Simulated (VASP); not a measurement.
# Sr2MgAl3 (P6_3/mmc) in VASP: electric field gradients with r2SCAN

Aim: the electric field gradients of Sr2MgAl3 with r2SCAN.

Everything below comes from runs of VASP 6.6.1. Logs are shortened: lines on timing, memory, paths and dates and some standing lists are left out, and cuts for length are marked.

### 1 The cell of the first run

Symmetry: P6_3/mmc, No. 194, hexagonal system. Conventional cell: a = 6.370 Å, b = 6.370 Å, c = 10.140 Å, α = 90.00°, β = 90.00°, γ = 120.00°. Within 4.8 Å of Sr (site symmetry 3m) lie 9 Al at 3.66 to 3.69 Å and 4 Sr at 3.71 to 3.92 Å and 3 Mg at 3.74 Å. Mg (site symmetry -3m) has 6 Al at 3.19 Å and 6 Sr at 3.74 Å within 4.2 Å. Within 4.0 Å of Al (site symmetry mm2) lie 4 Al at 3.02 to 3.35 Å and 2 Mg at 3.19 Å and 6 Sr at 3.66 to 3.69 Å.

### 2 Electric field gradients, r2SCAN

POSCAR

```
Sr2MgAl3
1.0
    6.3699020700      0.0000000000      0.0000000000
   -3.1849510350      5.5164970122      0.0000000000
    0.0000000000      0.0000000000     10.1400000000
Sr Mg Al
4 2 6
Direct
    0.3333333333      0.6666666667      0.0669865290
    0.6666666667      0.3333333333      0.5669865290
    0.3333333333      0.6666666667      0.4330134710
    0.6666666667      0.3333333333      0.9330134710
    0.0000000000      0.0000000000      0.0000000000
    0.0000000000      0.0000000000      0.5000000000
    0.8246591764      0.6493183527      0.2500000000
    0.1753408236      0.8246591764      0.7500000000
    0.3506816473      0.1753408236      0.2500000000
    0.1753408236      0.3506816473      0.7500000000
    0.8246591764      0.1753408236      0.2500000000
    0.6493183527      0.8246591764      0.7500000000
```

INCAR.step1

```
SYSTEM = Sr2MgAl3
PREC     = Accurate       ! precision mode
ENCUT    = 520            ! plane-wave cutoff, eV
ISMEAR   = -1             ! smearing method
SIGMA    = 0.05           ! smearing width, eV
LREAL    = .False.        ! projectors in reciprocal space
LASPH    = .True.         ! aspherical terms in the spheres
NELM     = 100            ! most SCF steps
NBANDS   = 43             ! bands
GGA      = PE             ! functional
ALGO     = Normal         ! electronic algorithm
EDIFF    = 1E-4           ! SCF threshold, eV
LWAVE    = .True.         ! write WAVECAR
LCHARG   = .False.        ! write CHGCAR
```

INCAR.step2

```
SYSTEM = Sr2MgAl3
PREC     = Accurate       ! precision mode
ENCUT    = 520            ! plane-wave cutoff, eV
EDIFF    = 1E-8           ! SCF threshold, eV
ISMEAR   = -1             ! smearing method
SIGMA    = 0.05           ! smearing width, eV
LREAL    = .False.        ! projectors in reciprocal space
LASPH    = .True.         ! aspherical terms in the spheres
NELM     = 100            ! most SCF steps
ALGO     = Normal         ! electronic algorithm
ISIF     = 2              ! what is computed and relaxed
LWAVE    = .False.        ! write WAVECAR
LCHARG   = .False.        ! write CHGCAR
METAGGA  = R2SCAN         ! meta-GGA
LMIXTAU  = .True.       
LEFG     = .True.       
NBANDS   = 43             ! bands
ISTART   = 1
```

KPOINTS

```
regular mesh
0
Gamma
  6 6 4
  0 0 0
```

Potentials or basis: VASP PAW PBE potentials, release 64 (Sr_sv, Mg, Al).

Command:

```
$ cat potpaw_PBE.64/Sr_sv/POTCAR potpaw_PBE.64/Mg/POTCAR potpaw_PBE.64/Al/POTCAR > POTCAR
$ cp INCAR.step1 INCAR
$ mpirun -np 1 vasp_std > vasp.out
$ cp INCAR.step2 INCAR
$ mpirun -np 1 vasp_std > vasp.out
```

OUTCAR:

```text
SYSTEM = Sr2MgAl3
   PREC = Accurate
   ENCUT = 520
   EDIFF = 1E-8
   ISMEAR = -1
   LREAL = .False.
   LASPH = .True.
   NELM = 100
   ISIF = 2
   METAGGA = R2SCAN
   ISTART = 1

 ion  position               nearest neighbor table
   1  0.333  0.667  0.067-  10 3.66   8 3.66  12 3.66   9 3.69   7 3.69  11 3.69  11 3.69   9 3.69
                             7 3.69   3 3.71   5 3.74   5 3.74   5 3.74   4 3.92   4 3.92   4 3.92
   2  0.667  0.333  0.567-   7 3.66  11 3.66   9 3.66  12 3.69  10 3.69   8 3.69   8 3.69  12 3.69
                            10 3.69   4 3.71   6 3.74   6 3.74   6 3.74   3 3.92   3 3.92   3 3.92
   3  0.333  0.667  0.433-  10 3.66   8 3.66  12 3.66   9 3.69   7 3.69  11 3.69  11 3.69   9 3.69
                             7 3.69   1 3.71   6 3.74   6 3.74   6 3.74   2 3.92   2 3.92   2 3.92
   4  0.667  0.333  0.933-   7 3.66  11 3.66   9 3.66  12 3.69  10 3.69   8 3.69   8 3.69  12 3.69
                            10 3.69   2 3.71   5 3.74   5 3.74   5 3.74   1 3.92   1 3.92   1 3.92
   5  0.000  0.000  0.000-   8 3.19  11 3.19  10 3.19   7 3.19   9 3.19  12 3.19   1 3.74   4 3.74
                             1 3.74   4 3.74   4 3.74   1 3.74
   6  0.000  0.000  0.500-   8 3.19  11 3.19  10 3.19   7 3.19   9 3.19  12 3.19   2 3.74   3 3.74
                             3 3.74   2 3.74   2 3.74   3 3.74
   7  0.825  0.649  0.250-   9 3.02  11 3.02   5 3.19   6 3.19   9 3.35  11 3.35   2 3.66   4 3.66
                             3 3.69   1 3.69   3 3.69   1 3.69
   8  0.175  0.825  0.750-  10 3.02  12 3.02   5 3.19   6 3.19  10 3.35  12 3.35   3 3.66   1 3.66
                             2 3.69   4 3.69   4 3.69   2 3.69
   9  0.351  0.175  0.250-   7 3.02  11 3.02   5 3.19   6 3.19   7 3.35  11 3.35   2 3.66   4 3.66
                             1 3.69   3 3.69   3 3.69   1 3.69
  10  0.175  0.351  0.750-   8 3.02  12 3.02   5 3.19   6 3.19   8 3.35  12 3.35   1 3.66   3 3.66
                             4 3.69   2 3.69   2 3.69   4 3.69
  11  0.825  0.175  0.250-   7 3.02   9 3.02   5 3.19   6 3.19   7 3.35   9 3.35   4 3.66   2 3.66
                             3 3.69   1 3.69   1 3.69   3 3.69
  12  0.649  0.825  0.750-  10 3.02   8 3.02   5 3.19   6 3.19  10 3.35   8 3.35   1 3.66   3 3.66
                             2 3.69   4 3.69   2 3.69   4 3.69

  LATTYP: Found a hexagonal cell.
 ALAT       =     6.3699020700
 C/A-ratio  =     1.5918612074

  Lattice vectors:

 A1 = (   6.3699020700,   0.0000000000,   0.0000000000)
 A2 = (  -3.1849510350,   5.5164970122,   0.0000000000)
 A3 = (   0.0000000000,   0.0000000000,  10.1400000000)

Analysis of symmetry for initial positions (statically):
=====================================================================
 Subroutine PRICEL returns:
 Original cell was already a primitive cell.

 Routine SETGRP: Setting up the symmetry group for a
[... 1180 lines left out ...]
     -0.00000      3.67766      0.67924        -0.000000      0.000000      0.000876
      3.18495      1.83883      5.74924        -0.000000      0.000000      0.000876
     -0.00000      3.67766      4.39076        -0.000000      0.000000     -0.000876
      3.18495      1.83883      9.46076        -0.000000      0.000000     -0.000876
      0.00000      0.00000      0.00000        -0.000000      0.000000      0.000000
      0.00000      0.00000      5.07000        -0.000000      0.000000      0.000000
      3.18495      3.58196      2.53500        -0.000000     -0.027473      0.000000
     -1.50960      4.54923      7.60500         0.023792     -0.013736      0.000000
      1.67536      0.96727      2.53500         0.023792      0.013736      0.000000
     -0.00000      1.93453      7.60500        -0.000000      0.027473     -0.000000
      4.69455      0.96727      2.53500        -0.023792      0.013736     -0.000000
      1.50960      4.54923      7.60500        -0.023792     -0.013736     -0.000000
 -----------------------------------------------------------------------------------
    total drift:                               -0.000000      0.000000     -0.000000

  FREE ENERGIE OF THE ION-ELECTRON SYSTEM (eV)
  ---------------------------------------------------
  free  energy   TOTEN  =      -110.6697207309 eV

  energy  without entropy=     -110.5983570144  energy(sigma->0) =     -110.63403887

 Electric field gradients (V/A^2)
---------------------------------------------------------------------
 ion       V_xx      V_yy      V_zz      V_xy      V_xz      V_yz
---------------------------------------------------------------------
   1      -6.393    -6.393    12.786     0.000     0.000    -0.000
   2      -6.393    -6.393    12.786     0.000    -0.000     0.000
   3      -6.393    -6.393    12.786     0.000    -0.000     0.000
   4      -6.393    -6.393    12.786     0.000     0.000    -0.000
   5      -0.895    -0.895     1.791    -0.000     0.000    -0.000
   6      -0.895    -0.895     1.791    -0.000    -0.000     0.000
   7      -2.977    13.217   -10.240    -0.000     0.000    -0.000
   8       9.169     1.071   -10.240    -7.012     0.000    -0.000
   9       9.169     1.071   -10.240     7.012     0.000    -0.000
  10      -2.977    13.217   -10.240    -0.000     0.000    -0.000
  11       9.169     1.071   -10.240    -7.012     0.000     0.000
  12       9.169     1.071   -10.240     7.012    -0.000     0.000
---------------------------------------------------------------------

 Electric field gradients after diagonalization (V/A^2)
 (convention: |V_zz| > |V_xx| > |V_yy|)
----------------------------------------------------------------------
 ion       V_xx      V_yy      V_zz     asymmetry (V_yy - V_xx)/ V_zz
----------------------------------------------------------------------
   1      -6.393    -6.393    12.786       0.000
   2      -6.393    -6.393    12.786       0.000
   3      -6.393    -6.393    12.786       0.000
   4      -6.393    -6.393    12.786       0.000
   5      -0.895    -0.895     1.791       0.000
   6      -0.895    -0.895     1.791       0.000
   7     -10.240    -2.977    13.217       0.549
   8     -10.240    -2.977    13.217       0.549
   9     -10.240    -2.977    13.217       0.549
  10     -10.240    -2.977    13.217       0.549
  11     -10.240    -2.977    13.217       0.549
  12     -10.240    -2.977    13.217       0.549
----------------------------------------------------------------------

           NMR quadrupolar parameters

 Cq : quadrupolar parameter    Cq=e*Q*V_zz/h
 eta: asymmetry parameters     (V_yy - V_xx)/ V_zz
 Q  : nuclear electric quadrupole moment in mb (millibarn)
----------------------------------------------------------------------
 ion       Cq(MHz)       eta       Q (mb)
----------------------------------------------------------------------
   1       0.031       0.000       1.000
   2       0.031       0.000       1.000
   3       0.031       0.000       1.000
   4       0.031       0.000       1.000
   5       0.004       0.000       1.000
   6       0.004       0.000       1.000
   7       0.032       0.549       1.000
   8       0.032       0.549       1.000
   9       0.032       0.549       1.000
  10       0.032       0.549       1.000
  11       0.032       0.549       1.000
  12       0.032       0.549       1.000
----------------------------------------------------------------------
```

OUTCAR.step1:

```text
SYSTEM = Sr2MgAl3
   PREC = Accurate
   ENCUT = 520
   ISMEAR = -1
   LREAL = .False.
   LASPH = .True.
[... 1235 lines left out ...]
     -0.00000      1.93453      7.60500         0.000000     -0.001445     -0.000000
      4.69455      0.96727      2.53500         0.001252     -0.000723     -0.000000
      1.50960      4.54923      7.60500         0.001252      0.000723     -0.000000
 -----------------------------------------------------------------------------------
    total drift:                               -0.000000      0.000000     -0.000000

  FREE ENERGIE OF THE ION-ELECTRON SYSTEM (eV)
  ---------------------------------------------------
  free  energy   TOTEN  =       -33.4681528187 eV

  energy  without entropy=      -33.3902837385  energy(sigma->0) =      -33.42921828
```

OSZICAR.step1:

```text
N       E                     dE             d eps       ncg     rms          rms(c)
DAV:   1     0.309875540292E+03    0.30988E+03   -0.25584E+04  1814   0.119E+03
DAV:   2    -0.369570312022E+01   -0.31357E+03   -0.30343E+03  2109   0.250E+02
DAV:   3    -0.317736282264E+02   -0.28078E+02   -0.27632E+02  2572   0.564E+01
DAV:   4    -0.336787403880E+02   -0.19051E+01   -0.18931E+01  2740   0.139E+01
DAV:   5    -0.337554805841E+02   -0.76740E-01   -0.76729E-01  2521   0.255E+00    0.287E+01
DAV:   6    -0.335181829144E+02    0.23730E+00   -0.46439E-01  2169   0.234E+00    0.166E+01
DAV:   7    -0.334720547010E+02    0.46128E-01   -0.42873E-01  2166   0.271E+00    0.828E-01
DAV:   8    -0.334670799847E+02    0.49747E-02   -0.11069E-01  2249   0.846E-01    0.354E-01
DAV:   9    -0.334680142340E+02   -0.93425E-03   -0.10440E-02  2337   0.250E-01    0.212E-01
DAV:  10    -0.334681518779E+02   -0.13764E-03   -0.87784E-04  1937   0.100E-01    0.713E-02
DAV:  11    -0.334681528187E+02   -0.94077E-06   -0.52217E-05  1289   0.322E-02
   1 F= -.33468153E+02 E0= -.33429218E+02  d E =-.778691E-01
```

It took 64 min on 1 thread of Intel Xeon 8259CL, shared host; peak memory 0.66 GiB.

Results:

| Quantity | Value |
| --- | --- |
| Free energy | -110.6697 eV |
| Pressure | -5.2 GPa |
| Largest force | 0.027 eV/Å |
| Band gap on the k mesh | zero (bands 31 and 32 overlap by 1.39 eV) |
| Largest electric field gradient by atom | Sr +12.8; Mg +1.8; Al +13.2 V/Å² |

Forces on the atoms (eV/Å):
```
Sr   0.000  0.000  0.001
Sr   0.000  0.000  0.001
Sr   0.000  0.000 -0.001
Sr   0.000  0.000 -0.001
Mg   0.000  0.000  0.000
Mg   0.000  0.000  0.000
Al   0.000 -0.027  0.000
Al   0.024 -0.014  0.000
Al   0.024  0.014  0.000
Al   0.000  0.027  0.000
Al  -0.024  0.014  0.000
Al  -0.024 -0.014  0.000
```

Electric field gradients, principal values (V/Å²):
```tsv
atom	least	middle	greatest (by size)
1 Sr	-6.393	-6.393	12.786
2 Sr	-6.393	-6.393	12.786
3 Sr	-6.393	-6.393	12.786
4 Sr	-6.393	-6.393	12.786
5 Mg	-0.895	-0.895	1.791
6 Mg	-0.895	-0.895	1.791
7 Al	-2.977	-10.240	13.217
8 Al	-2.977	-10.240	13.217
9 Al	-2.977	-10.240	13.217
10 Al	-2.977	-10.240	13.217
11 Al	-2.977	-10.240	13.217
12 Al	-2.977	-10.240	13.217
```

Caveat: the cell stands under tension; without QUAD_EFG the Cq values of the log hold for a quadrupole moment of 1 mb, not for the nuclei; the PAW data sets were made with another functional, which shifts forces and pressure a little.
